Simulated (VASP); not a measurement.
# Zn in VASP: single point with PBE

Aim: the single point of Zn with PBE.

All numbers are computed with VASP 6.6.1; they aren't measurements. Logs are shortened: lines on timing, memory, paths and dates and some standing lists are left out, and cuts for length are marked.

## (1) The cell of the first run

The cell holds a molecule in a box, 1 atom: a = 15.000 Å, b = 15.500 Å, c = 16.000 Å, α = 90.00°, β = 90.00°, γ = 90.00°.

## (2) Single point, PBE

INCAR

```
PREC     = Accurate       # precision mode
ENCUT    = 400            # plane-wave cutoff, eV
EDIFF    = 1E-6           # SCF threshold, eV
ISMEAR   = 0              # smearing method
SIGMA    = 0.005          # smearing width, eV
LREAL    = F              # projectors in reciprocal space
LASPH    = T              # aspherical terms in the spheres
NELM     = 120            # most SCF steps
ALGO     = Normal         # electronic algorithm
ISIF     = 2              # what is computed and relaxed
LWAVE    = F              # write WAVECAR
LCHARG   = F              # write CHGCAR
GGA      = PE             # functional
ISYM     = 0            
NBANDS   = 12             # bands
GGA_COMPAT= F            
NELMDL   = -8
```

KPOINTS

```
regular mesh
0
Gamma
  1 1 1
```

POSCAR

```
Zn
1.0
   15.0000000000      0.0000000000      0.0000000000
    0.0000000000     15.5000000000      0.0000000000
    0.0000000000      0.0000000000     16.0000000000
Zn
1
Direct
    0.5000000000      0.5000000000      0.5000000000
```

Potentials or basis: VASP PAW PBE potentials, release 64 (Zn).

The run is started by

```
> cat potpaw_PBE.64/Zn/POTCAR > POTCAR
> mpirun -np 1 vasp_gam > vasp.out
```

OUTCAR:

```text
PREC = Accurate
   ENCUT = 400
   EDIFF = 1E-6
   ISMEAR = 0
   LREAL = F
   LASPH = T
   NELM = 120
   ISIF = 2
   GGA = PE
   ISYM = 0
   NELMDL = -8

 ion  position               nearest neighbor table
   1  0.500  0.500  0.500-

IMPORTANT INFORMATION: All symmetrisations will be switched off!
NOSYMM: (Re-)initialisation of all symmetry stuff for point group C_1.

----------------------------------------------------------------------------------------

                                     Primitive cell

  volume of cell :    3720.0000

  direct lattice vectors                    reciprocal lattice vectors
    15.000000000  0.000000000  0.000000000     0.066666667  0.000000000  0.000000000
     0.000000000 15.500000000  0.000000000     0.000000000  0.064516129  0.000000000
     0.000000000  0.000000000 16.000000000     0.000000000  0.000000000  0.062500000

  length of vectors
    15.000000000 15.500000000 16.000000000     0.066666667  0.064516129  0.062500000

  position of ions in fractional coordinates (direct lattice)
     0.500000000  0.500000000  0.500000000

  ion indices of the primitive-cell ions
   primitive index   ion index
                 1           1

----------------------------------------------------------------------------------------

 KPOINTS: regular mesh

Automatic generation of k-mesh.
 Grid dimensions read from file:
 generate k-points for:    1    1    1

 Generating k-lattice:

  Cartesian coordinates                     Fractional coordinates (reciprocal lattice)
     0.066666667  0.000000000  0.000000000     1.000000000  0.000000000  0.000000000
     0.000000000  0.064516129  0.000000000     0.000000000  1.000000000  0.000000000
     0.000000000  0.000000000  0.062500000     0.000000000  0.000000000  1.000000000

  Length of vectors
     0.066666667  0.064516129  0.062500000

  Shift w.r.t. Gamma in fractional coordinates (k-lattice)
     0.000000000  0.000000000  0.000000000

 Subroutine IBZKPT returns following result:
 ===========================================

 Found      1 irreducible k-points:

 Following reciprocal coordinates:
            Coordinates               Weight
  0.000000  0.000000  0.000000      1.000000
   k-points           NKPTS =      1   k-points in BZ     NKDIM =      1   number of bands    NBANDS=     12
   number of dos      NEDOS =    301   number of ions     NIONS =      1
   total plane-waves  NPLWV = ******
   dimension x,y,z NGX =    98 NGY =  108 NGZ =  108
   dimension x,y,z NGXF=   196 NGYF=  216 NGZF=  216
   ions per type =               1
   NGX,Y,Z   is equivalent  to a cutoff of  10.86, 11.58, 11.22 a.u.
   NGXF,Y,Z  is equivalent  to a cutoff of  21.72, 23.17, 22.44 a.u.
 SYSTEM =  unknown system
   PREC   = accura    normal or accurate (medium, high low for compatibility)
   ISTART =      0    job   : 0-new  1-cont  2-samecut
   ICHARG =      2    charge: 1-file 2-atom 10-const
   ISPIN  =      1    spin polarized calculation?
   LNONCOLLINEAR =      F non collinear calculations
   LSORBIT =      F    spin-orbit coupling
   LASPH  =      T    aspherical Exc in radial PAW
   ENCUT  =  400.0 eV  29.40 Ry    5.42 a.u.  24.46 25.28 26.09*2*pi/ulx,y,z
   NELM   =    120;   NELMIN=  2; NELMDL= -8     # of ELM steps
   EDIFF  = 0.1E-05   stopping-criterion for ELM
   LREAL  =      F    real-space projection
   EDIFFG = 0.1E-04   stopping-criterion for IOM
   NSW    =      0    number of steps for IOM
   IBRION =     -1    ionic relax: 0-MD 1-quasi-New 2-CG
   NFREE  =      0    steps in history (QN), initial steepest desc. (CG)
   ISIF   =      2    stress and relaxation
   ISYM   =      0    0-nonsym 1-usesym 2-fastsym
   POTIM  = 0.5000    time-step for ionic-motion
   TEBEG  =    0.0;   TEEND  =   0.0 temperature during run
   PSTRESS=    0.0 pullay stress
   NELECT =      12.0000    total number of electrons
   NUPDOWN=      -1.0000    fix difference up-down
   EMIN   =  10.00;   EMAX   =-10.00  energy-range for DOS
   EFERMI =   0.00;   METHOD = LEGACY
   ISMEAR =     0;   SIGMA  =   0.01  broadening in eV -4-tet -1-fermi 0-gaus
   EFERMI_NEDOS =   21; number of points for ismear=-14 and -15
   IALGO  =     38    algorithm
   IMIX   =      4    mixing-type and parameters
     AMIX     =   0.40;   BMIX     =  1.00
     AMIX_MAG =   1.60;   BMIX_MAG =  1.00
  volume/ion in A,a.u.               =    3720.00     25103.80
  Fermi-wavevector in a.u.,A,eV,Ry     =   0.241892  0.457109  0.796098  0.058512
  Thomas-Fermi vector in A             =   1.048732
   LORBIT       =      0    0 simple, 1 ext, 2 COOP (PROOUT), +10 PAW based schemes
   GGA     = PE    functional components
   LHFCALC =     F    Hartree Fock is set to
   AEXX    =    0.0000 exact exchange contribution
   IVDW    =     0    specifies the selected vdW correction
   LEPSILON=     F    determine dielectric tensor
   LRPA    =     F    only Hartree local field effects (RPA)
 non-spin polarized calculation
 Gauss-broadening in eV      SIGMA  =   0.01
  energy-cutoff  :      400.00
  volume of cell :     3720.00
 maximum number of plane-waves:     33758
 NGX is ok and might be reduce to    98
   NGX = 49   NGY = 51   NGZ = 53

 number of electron      12.0000015 magnetization

 Free energy of the ion-electron system (eV)
  ---------------------------------------------------
  ext. energy  EPLUGINS =         0.00000000
  ---------------------------------------------------
  free energy    TOTEN  =        -0.01005024 eV

  energy without entropy =       -0.01005024  energy(sigma->0) =       -0.01005024

 E-fermi :  -5.9008     XC(G=0):  -0.2549

 val. band max:       -5.9484580093   @ k =   0.0000   0.0000   0.0000
 cond. band min:      -1.0808275539   @ k =   0.0000   0.0000   0.0000
 fundamental gap:      4.8676304554
 Fermi energy:        -5.9007828601

 k-point     1 :       0.0000    0.0000    0.0000
  band No.  band energies     occupation
      1     -10.1015      2.00000
      2     -10.1015      2.00000
      3     -10.1015      2.00000
      4     -10.1015      2.00000
      5     -10.1015      2.00000
      6      -5.9485      2.00000
      7      -1.0808      0.00000
      8      -1.0803      0.00000
      9      -1.0796      0.00000
     10      -0.1120      0.00000
     11       0.4983      0.00000
     12       0.5445      0.00000

------------------------ aborting loop because EDIFF is reached ----------------------------------------

  FORCE on cell =-STRESS in cart. coord.  units (eV):
  Direction    XX          YY          ZZ          XY          YZ          ZX
  --------------------------------------------------------------------------------------
  -------------------------------------------------------------------------------------
  Total       -0.0578514     -0.0592238     -0.0608106     -0.0000000      0.0000000     -0.0000000
  in kB       -0.0249162     -0.0255073     -0.0261907     -0.0000000      0.0000000     -0.0000000
  external PRESSURE =      -0.0255380 kB  Pullay stress =       0.0000000 kB

 VOLUME and BASIS-vectors are now :
 -----------------------------------------------------------------------------
  energy-cutoff  :      400.00
  volume of cell :     3720.00
      direct lattice vectors                 reciprocal lattice vectors
    15.000000000  0.000000000  0.000000000     0.066666667  0.000000000  0.000000000
     0.000000000 15.500000000  0.000000000     0.000000000  0.064516129  0.000000000
     0.000000000  0.000000000 16.000000000     0.000000000  0.000000000  0.062500000

 POSITION                                       TOTAL-FORCE (eV/Angst)
 -----------------------------------------------------------------------------------
      7.50000      7.75000      8.00000         0.000000     -0.000000     -0.000000
 -----------------------------------------------------------------------------------
    total drift:                                0.000000     -0.000000     -0.000000

  FREE ENERGIE OF THE ION-ELECTRON SYSTEM (eV)
  ---------------------------------------------------
  free  energy   TOTEN  =        -0.0100502381 eV

  energy  without entropy=       -0.0100502381  energy(sigma->0) =       -0.01005024
```

It took 80 s on 1 thread of Intel Xeon Platinum 8488C (Sapphire Rapids), shared host; peak memory 1.4 GiB.

Results:

* Free energy: -0.0101 eV
* Gap between the frontier levels: 4.87 eV
